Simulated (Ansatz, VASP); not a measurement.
# One calculation of Rh, two programs

The input INCAR:

```
SYSTEM = Rh
PREC = Accurate ; ENCUT = 520
EDIFF = 1E-7 ; ISMEAR = 0
SIGMA = 0.15 ; LREAL = .FALSE.
LASPH = .TRUE. ; NELM = 60
ALGO = Fast ; ISIF = 2
LWAVE = .FALSE. ; LCHARG = .FALSE.
GGA = PE ; NBANDS = 22
```

KPOINTS

```
regular mesh
0
G
  18 18 10
  0 0 0
```

POSCAR

```
Rh
1.0
    2.8339000000      0.0000000000      0.0000000000
   -1.4169500000      2.4542293918      0.0000000000
    0.0000000000      0.0000000000      4.2448000000
Rh
2
Direct
    0.6666666667      0.3333333333      0.7500000000
    0.3333333333      0.6666666667      0.2500000000
```

Input for Ansatz:

```yaml
crystal:
  lattice:
    - [2.8339, 0.0, 0.0]
    - [-1.41695, 2.4542293918, 0.0]
    - [0.0, 0.0, 4.2448]
  atoms:
    - { symbol: Rh, position: [0.6666666667, 0.3333333333, 0.75] }
    - { symbol: Rh, position: [0.3333333333, 0.6666666667, 0.25] }
basis:
  ecutwfc: 420
kpoints:
  mp_grid: { grid: [18, 18, 10] }
hamiltonian:
  xc: pbe
  pseudopotentials: { kind: paw, azcp: { folder: soft_1 } }
scf:
  occupations: { method: gaussian, width: 0.15 }
output:
  forces: true
  stress: true
  eigenvalues: true
```

Alike in both runs: task single point; functional PBE; k mesh 18 × 18 × 10; occupations gaussian, width 0.15 eV; no spin polarisation.

|  | VASP | Ansatz |
| --- | --- | --- |
| version | VASP 6.6.1 | Ansatz 0.2.0 |
| potentials or method | VASP PAW PBE potentials, release 64 (Rh_pv), cutoff 520 eV | scalar-relativistic, plane waves, PAW |
| valence electrons in the cell | 30 | 34 |

|  | VASP | Ansatz | Ansatz less VASP |
| --- | --- | --- | --- |
| gap on the k mesh at the Fermi level (eV) | none | none | - |
| pressure (GPa) | -8.6 | -8.6 | -0.03 |
| traceless stress, the component that is largest in VASP (GPa) | 9.37 | 9.37 | -0.002 |

A gap of «none» marks a metal or a gap that the smearing closes. VASP's potentials hold 30 valence electrons a cell and Ansatz's 34, so a difference there can come from the potentials and not from the codes.
